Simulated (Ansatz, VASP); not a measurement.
# One calculation of Co, two programs

Contents of INCAR:

```
SYSTEM = Co
PREC = Accurate
ENCUT = 520
EDIFF = 1E-7
ISMEAR = -1
SIGMA = 0.05
LREAL = .False.
LASPH = .True.
NELM = 120
ALGO = Normal
ISIF = 2
LWAVE = .False.
LCHARG = .True.
ISPIN = 2
MAGMOM = 2 2 2 2 2 2
LORBIT = 11
LMAXMIX = 4
LDIPOL = .True.
IDIPOL = 3
DIPOL = 0.5 0.5 0.500
GGA = PE
LELF = .True.
LVHAR = .True.
LVACPOTAV = .True.
NBANDS = 40
```

KPOINTS

```
Automatic mesh
0
Gamma
  12 12 1
  0 0 0
```

The input POSCAR:

```
Co
1.0
    2.5395032940      0.0000000000      0.0000000000
   -1.2697516470      2.1992743656      0.0000000000
    0.0000000000      0.0000000000     25.3674787838
Co
6
Direct
    0.6666666667      0.3333333333      0.2956541351
    0.3333333333      0.6666666667      0.3773924811
    0.0000000000      0.0000000000      0.4591308270
    0.6666666667      0.3333333333      0.5408691730
    0.3333333333      0.6666666667      0.6226075189
    0.0000000000      0.0000000000      0.7043458649
```

The input input.yaml:

```yaml
crystal:
  lattice:
    - [2.539503294, 0.0, 0.0]
    - [-1.269751647, 2.1992743656, 0.0]
    - [0.0, 0.0, 25.3674787838]
  atoms:
    - { symbol: Co, position: [0.6666666667, 0.3333333333, 0.2956541351], spin: 2.0 }
    - { symbol: Co, position: [0.3333333333, 0.6666666667, 0.3773924811], spin: 2.0 }
    - { symbol: Co, position: [0.0, 0.0, 0.459130827], spin: 2.0 }
    - { symbol: Co, position: [0.6666666667, 0.3333333333, 0.540869173], spin: 2.0 }
    - { symbol: Co, position: [0.3333333333, 0.6666666667, 0.6226075189], spin: 2.0 }
    - { symbol: Co, position: [0.0, 0.0, 0.7043458649], spin: 2.0 }
hamiltonian:
  xc: pbe
  pseudopotentials: { kind: paw }
magnetization:
  spin_polarized: true
kpoints:
  mp_grid: { grid: [12, 12, 1] }
scf:
  occupations: { method: fermi_dirac, width: 0.05 }
output:
  forces: true
  eigenvalues: true
efield:
  axis: 3
  dipole_correction: true
  ramp_width: 0.04
```

Alike in both runs: task single point; functional PBE; k mesh 12 × 12 × 1; occupations fermi-dirac, width 0.05 eV; collinear spin, ferromagnetic start.

```csv
,VASP,Ansatz
version,VASP 6.6.1,Ansatz 0.2.0
potentials or method,"VASP PAW PBE potentials, release 64 (Co)",Ansatz PAW
plane-wave cutoff (eV),520,420
valence electrons in the cell,54,102
```

|  | VASP | Ansatz | Ansatz less VASP |
| --- | --- | --- | --- |
| gap on the k mesh at the Fermi level (eV) | none | none | - |
| rms of the force components (eV/Å) | 0.280 | 0.275 | -0.0048 |
| net moment per atom (μB) | 1.72 | 1.74 | +0.021 |
| size of the moment on the site where the two differ most (μB) | 1.72 | 1.79 | +0.065 |
| work function, face that differs most (eV) | 4.96 | 5.00 | +0.041 |

Site moments also hang on the region over which each program counts them. Atom by atom the forces differ by 0.006 eV/Å (rms over components). A gap of «none» marks a metal or a gap that the smearing closes. VASP's potentials hold 54 valence electrons a cell and Ansatz's 102, so a difference there can come from the potentials and not from the codes.
